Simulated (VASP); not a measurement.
# Ag (Im-3m) in VASP: further runs

Runs on Ag. Level: r2SCAN. Tasks: single point, relaxation of cell and atoms.

Everything below comes from runs of VASP 6.6.1. Logs are shortened: lines on timing, memory, paths and dates and some standing lists are left out, and cuts for length are marked.

### Step 1. The cell of the first run

It takes space group Im-3m (No. 229, cubic). The conventional cell has a = 3.269 Å, b = 3.269 Å, c = 3.269 Å, α = 90.00°, β = 90.00°, γ = 90.00°. Within 3.7 Å of Ag (site symmetry m-3m) lie 14 Ag at 2.83 to 3.27 Å.

### Step 2. Single point, r2SCAN

File POSCAR:

```
Ag
1.0
    0.0000000000     -3.2685352951      0.0000000000
   -3.2685352951      0.0000000000      0.0000000000
    0.0000000000      0.0000000000     -3.2685352951
Ag
2
Direct
    0.5000000000      0.5000000000      0.5000000000
    0.0000000000      0.0000000000      0.0000000000
```

File INCAR.step1:

```
PREC     = Accurate       # precision mode
ENCUT    = 520            # plane-wave cutoff, eV
ISMEAR   = 0              # smearing method
SIGMA    = 0.15           # smearing width, eV
LREAL    = F              # projectors in reciprocal space
LASPH    = T              # aspherical terms in the spheres
NELM     = 100            # most SCF steps
NBANDS   = 18             # bands
GGA      = PE             # functional
ALGO     = Normal         # electronic algorithm
EDIFF    = 1E-4           # SCF threshold, eV
LWAVE    = T              # write WAVECAR
LCHARG   = F              # write CHGCAR
```

File INCAR.step2:

```
PREC     = Accurate       # precision mode
ENCUT    = 520            # plane-wave cutoff, eV
EDIFF    = 1E-6           # SCF threshold, eV
ISMEAR   = 0              # smearing method
SIGMA    = 0.15           # smearing width, eV
LREAL    = F              # projectors in reciprocal space
LASPH    = T              # aspherical terms in the spheres
NELM     = 100            # most SCF steps
ALGO     = Normal         # electronic algorithm
ISIF     = 2              # what is computed and relaxed
LWAVE    = F              # write WAVECAR
LCHARG   = F              # write CHGCAR
METAGGA  = R2SCAN         # meta-GGA
LMIXTAU  = T            
NBANDS   = 18             # bands
ISTART   = 1
```

File KPOINTS:

```
Automatic mesh
0
Gamma
  10 10 10
```

Potentials or basis: VASP PAW PBE potentials, release 64 (Ag).

The run is started by

```console
$ cat potpaw_PBE.64/Ag/POTCAR > POTCAR
$ cp INCAR.step1 INCAR
$ mpirun -np 1 vasp_std > vasp.out
$ cp INCAR.step2 INCAR
$ mpirun -np 1 vasp_std > vasp.out
```

OUTCAR:

```text
PREC = Accurate
   ENCUT = 520
   EDIFF = 1E-6
   ISMEAR = 0
   LREAL = F
   LASPH = T
   NELM = 100
   ISIF = 2
   METAGGA = R2SCAN
   ISTART = 1

 ion  position               nearest neighbor table
   1  0.500  0.500  0.500-   2 2.83   2 2.83   2 2.83   2 2.83   2 2.83   2 2.83   2 2.83   2 2.83

   2  0.000  0.000  0.000-   1 2.83   1 2.83   1 2.83   1 2.83   1 2.83   1 2.83   1 2.83   1 2.83

  LATTYP: Found a simple cubic cell.
 ALAT       =     3.2685352951

  Lattice vectors:

 A1 = (   0.0000000000,  -3.2685352951,   0.0000000000)
 A2 = (  -3.2685352951,   0.0000000000,   0.0000000000)
 A3 = (   0.0000000000,   0.0000000000,  -3.2685352951)

Analysis of symmetry for initial positions (statically):
=====================================================================
 Subroutine PRICEL returns following result:

  LATTYP: Found a body centered cubic cell.
 ALAT       =     3.2685352951

  Lattice vectors:

 A1 = (  -1.6342676476,  -1.6342676475,   1.6342676475)
 A2 = (  -1.6342676475,   1.6342676475,  -1.6342676475)
 A3 = (   1.6342676475,  -1.6342676475,  -1.6342676476)

   2 primitive cells build up your supercell.

 Routine SETGRP: Setting up the symmetry group for a
 simple cubic supercell.

 Subroutine GETGRP returns: Found 48 space group operations
 (whereof 48 operations were pure point group operations)
 out of a pool of 48 trial point group operations.

The static configuration has the point symmetry O_h .

Analysis of symmetry for dynamics (positions and initial velocities):
=====================================================================
 Subroutine PRICEL returns following result:

  LATTYP: Found a body centered cubic cell.
 ALAT       =     3.2685352951

  Lattice vectors:

 A1 = (  -1.6342676476,  -1.6342676475,   1.6342676475)
 A2 = (  -1.6342676475,   1.6342676475,  -1.6342676475)
 A3 = (   1.6342676475,  -1.6342676475,  -1.6342676476)

   2 primitive cells build up your supercell.

 Routine SETGRP: Setting up the symmetry group for a
 simple cubic supercell.

 Subroutine GETGRP returns: Found 48 space group operations
 (whereof 48 operations were pure point group operations)
 out of a pool of 48 trial point group operations.
[... 85 lines left out ...]
   dimension x,y,z NGXF=    48 NGYF=   48 NGZF=   48
   ions per type =               2
   NGX,Y,Z   is equivalent  to a cutoff of  12.21, 12.21, 12.21 a.u.
   NGXF,Y,Z  is equivalent  to a cutoff of  24.41, 24.41, 24.41 a.u.
 SYSTEM =  unknown system
   PREC   = accura    normal or accurate (medium, high low for compatibility)
   ISTART =      1    job   : 0-new  1-cont  2-samecut
   ICHARG =      0    charge: 1-file 2-atom 10-const
   ISPIN  =      1    spin polarized calculation?
   LNONCOLLINEAR =      F non collinear calculations
   LSORBIT =      F    spin-orbit coupling
   LASPH  =      T    aspherical Exc in radial PAW
   ENCUT  =  520.0 eV  38.22 Ry    6.18 a.u.   6.08  6.08  6.08*2*pi/ulx,y,z
   NELM   =    100;   NELMIN=  2; NELMDL=  0     # of ELM steps
   EDIFF  = 0.1E-05   stopping-criterion for ELM
   LREAL  =      F    real-space projection
   EDIFFG = 0.1E-04   stopping-criterion for IOM
   NSW    =      0    number of steps for IOM
   IBRION =     -1    ionic relax: 0-MD 1-quasi-New 2-CG
   NFREE  =      0    steps in history (QN), initial steepest desc. (CG)
   ISIF   =      2    stress and relaxation
   ISYM   =      2    0-nonsym 1-usesym 2-fastsym
   POTIM  = 0.5000    time-step for ionic-motion
   TEBEG  =    0.0;   TEEND  =   0.0 temperature during run
   PSTRESS=    0.0 pullay stress
   NELECT =      22.0000    total number of electrons
   NUPDOWN=      -1.0000    fix difference up-down
   EMIN   =  10.00;   EMAX   =-10.00  energy-range for DOS
   EFERMI =   0.00;   METHOD = LEGACY
   ISMEAR =     0;   SIGMA  =   0.15  broadening in eV -4-tet -1-fermi 0-gaus
   EFERMI_NEDOS =   21; number of points for ismear=-14 and -15
   IALGO  =     38    algorithm
   IMIX   =      4    mixing-type and parameters
     AMIX     =   0.40;   BMIX     =  1.00
     AMIX_MAG =   1.60;   BMIX_MAG =  1.00
  volume/ion in A,a.u.               =      17.46       117.82
  Fermi-wavevector in a.u.,A,eV,Ry     =   1.403447  2.652129 26.798882  1.969662
  Thomas-Fermi vector in A             =   2.526108
   LORBIT       =      0    0 simple, 1 ext, 2 COOP (PROOUT), +10 PAW based schemes
   METAGGA = R2SCAN    functional components
   LHFCALC =     F    Hartree Fock is set to
   AEXX    =    0.0000 exact exchange contribution
   IVDW    =     0    specifies the selected vdW correction
   LEPSILON=     F    determine dielectric tensor
   LRPA    =     F    only Hartree local field effects (RPA)
 non-spin polarized calculation
 Gauss-broadening in eV      SIGMA  =   0.15
  energy-cutoff  :      520.00
  volume of cell :       34.92
 maximum number of plane-waves:       968
   NGX = 13   NGY = 13   NGZ = 13

 number of electron      22.0000002 magnetization

 Free energy of the ion-electron system (eV)
  ---------------------------------------------------
  ext. energy  EPLUGINS =         0.00000000
  ---------------------------------------------------
  free energy    TOTEN  =       -42.64538603 eV

  energy without entropy =      -42.63800428  energy(sigma->0) =      -42.64169515

 E-fermi :   8.1775     XC(G=0): -12.8030

 val. band max:        8.1766404346   @ k =   0.5000   0.5000   0.0000
 cond. band min:       8.2676721704   @ k =   0.5000   0.4000   0.1000
 fundamental gap:      0.0910317359
 Fermi energy:         8.1774927871

 k-point     1 :       0.0000    0.0000    0.0000
  band No.  band energies     occupation
      1       0.3388      2.00000
      2       1.5310      2.00000
      3       1.5310      2.00000
      4       2.9381      2.00000
      5       2.9381      2.00000
      6       2.9381      2.00000
[... 481 lines left out ...]
      5       2.8790      2.00000
      6       3.5490      2.00000
[... 10 lines left out ...]
     17      23.3208      0.00000
     18      23.4400      0.00000

 [... further k-points ...]
[... 5 lines left out ...]
  --------------------------------------------------------------------------------------
  -------------------------------------------------------------------------------------
  Total       -0.0201197     -0.0201197     -0.0201197      0.0000000      0.0000000     -0.0000000
  in kB       -0.9231511     -0.9231511     -0.9231511      0.0000000      0.0000000     -0.0000000
  external PRESSURE =      -0.9231511 kB  Pullay stress =       0.0000000 kB

 VOLUME and BASIS-vectors are now :
 -----------------------------------------------------------------------------
  energy-cutoff  :      520.00
  volume of cell :       34.92
      direct lattice vectors                 reciprocal lattice vectors
     0.000000000 -3.268535295  0.000000000     0.000000000 -0.305947438  0.000000000
    -3.268535295  0.000000000  0.000000000    -0.305947438  0.000000000  0.000000000
     0.000000000  0.000000000 -3.268535295     0.000000000  0.000000000 -0.305947438

 POSITION                                       TOTAL-FORCE (eV/Angst)
 -----------------------------------------------------------------------------------
     -1.63427     -1.63427     -1.63427         0.000000      0.000000      0.000000
      0.00000      0.00000      0.00000        -0.000000     -0.000000     -0.000000
 -----------------------------------------------------------------------------------
    total drift:                               -0.000000     -0.000000      0.000000

  FREE ENERGIE OF THE ION-ELECTRON SYSTEM (eV)
  ---------------------------------------------------
  free  energy   TOTEN  =       -42.6453860282 eV

  energy  without entropy=      -42.6380042791  energy(sigma->0) =      -42.64169515
```

OUTCAR.step1:

```text
PREC = Accurate
   ENCUT = 520
   ISMEAR = 0
   LREAL = F
   LASPH = T
[... 743 lines left out ...]
 -----------------------------------------------------------------------------------
     -1.63427     -1.63427     -1.63427        -0.000000     -0.000000      0.000000
      0.00000      0.00000      0.00000         0.000000      0.000000     -0.000000
 -----------------------------------------------------------------------------------
    total drift:                               -0.000000     -0.000000      0.000000

  FREE ENERGIE OF THE ION-ELECTRON SYSTEM (eV)
  ---------------------------------------------------
  free  energy   TOTEN  =        -5.3606629318 eV

  energy  without entropy=       -5.3524559854  energy(sigma->0) =       -5.35655946
```

OSZICAR.step1:

```text
N       E                     dE             d eps       ncg     rms          rms(c)
DAV:   1     0.130229775238E+03    0.13023E+03   -0.11371E+04  2016   0.119E+03
DAV:   2    -0.367870325493E+01   -0.13391E+03   -0.12711E+03  2092   0.270E+02
DAV:   3    -0.584832309221E+01   -0.21696E+01   -0.21603E+01  2290   0.389E+01
DAV:   4    -0.585598052809E+01   -0.76574E-02   -0.76569E-02  2120   0.228E+00
DAV:   5    -0.585605339664E+01   -0.72869E-04   -0.72868E-04  2166   0.229E-01    0.693E+00
DAV:   6    -0.538042644938E+01    0.47563E+00   -0.12270E+00  2038   0.116E+01    0.457E+00
DAV:   7    -0.536612761678E+01    0.14299E-01   -0.14437E-02  2122   0.111E+00    0.260E+00
DAV:   8    -0.536064659830E+01    0.54810E-02   -0.11741E-03  2134   0.278E-01    0.116E-01
DAV:   9    -0.536066293178E+01   -0.16333E-04   -0.15638E-05  1122   0.306E-02
   1 F= -.53606629E+01 E0= -.53565595E+01  d E =-.820695E-02
```

It took 75 s on 1 thread of AMD EPYC 7R13 (Zen 3), shared host; peak memory 0.13 GiB.

What came out:

| Item | Value |
| --- | --- |
| Free energy | -42.6454 eV |
| Pressure | -0.1 GPa |
| Band gap on the k mesh | zero (band 11 reaches 14.00 eV, above the bottom of band 12 at 6.12 eV) |

Caveat: the PAW data sets were made with another functional, which shifts forces and pressure a little.

### Step 3. Single point, r2SCAN

This run uses another cell than the first one: it holds 1 atom, not 2.

File POSCAR:

```
Ag
1.0
   -1.6342676475      1.6342676475      1.6342676475
    1.6342676475     -1.6342676475      1.6342676475
    1.6342676475      1.6342676475     -1.6342676475
Ag
1
Direct
    0.0000000000      0.0000000000      0.0000000000
```

File INCAR.step1:

```
PREC = Accurate ; ENCUT = 520
ISMEAR = 0 ; SIGMA = 0.1
LREAL = False ; LASPH = True
NELM = 80 ; NBANDS = 12
GGA = PE ; ALGO = Normal
EDIFF = 1E-4 ; LWAVE = True
LCHARG = False
```

File INCAR.step2:

```
PREC = Accurate ; ENCUT = 520
EDIFF = 1E-7 ; ISMEAR = 0
SIGMA = 0.1 ; LREAL = False
LASPH = True ; NELM = 80
ALGO = Normal ; ISIF = 2
LWAVE = False ; LCHARG = False
METAGGA = R2SCAN ; LMIXTAU = True
NBANDS = 12 ; ISTART = 1
```

File KPOINTS:

```
Automatic mesh
0
Gamma
  18 18 18
```

Potentials or basis: VASP PAW PBE potentials, release 64 (Ag).

The run is started by

```console
$ cat potpaw_PBE.64/Ag/POTCAR > POTCAR
$ cp INCAR.step1 INCAR
$ mpirun -np 1 vasp_std > vasp.out
$ cp INCAR.step2 INCAR
$ mpirun -np 1 vasp_std > vasp.out
```

Run time: 2.6 min. Hardware: 1 thread of AMD EPYC 7R13 (Zen 3), shared host; peak memory 0.14 GiB.

Results (log left out):

```
Free energy : -21.3204 eV
Pressure    : 0.1 GPa
```

Levels at points of the mesh, in eV from the Fermi level:
| k point | band 2 | band 3 | band 4 | band 5 | band 6 | band 7 | band 8 | band 9 | band 10 | band 11 |
| --- | --- | --- | --- | --- | --- | --- | --- | --- | --- | --- |
| (0.00, 0.00, 0.00) | -5.20 | -5.20 | -5.20 | -3.89 | -3.89 | 18.60 | 18.60 | 18.60 | 24.71 | 24.71 |
| (0.50, 0.00, 0.00) | -5.96 | -3.95 | -3.78 | -2.89 | 0.04 | 4.12 | 13.79 | 14.87 | 20.33 | 21.55 |
| (0.50, 0.50, 0.50) | -6.61 | -3.13 | -3.13 | -3.13 | 7.15 | 7.15 | 7.15 | 12.97 | 13.70 | 13.70 |

Caveat: the PAW data sets were made with another functional, which shifts forces and pressure a little.

(Part 1 of 2 ends here.)
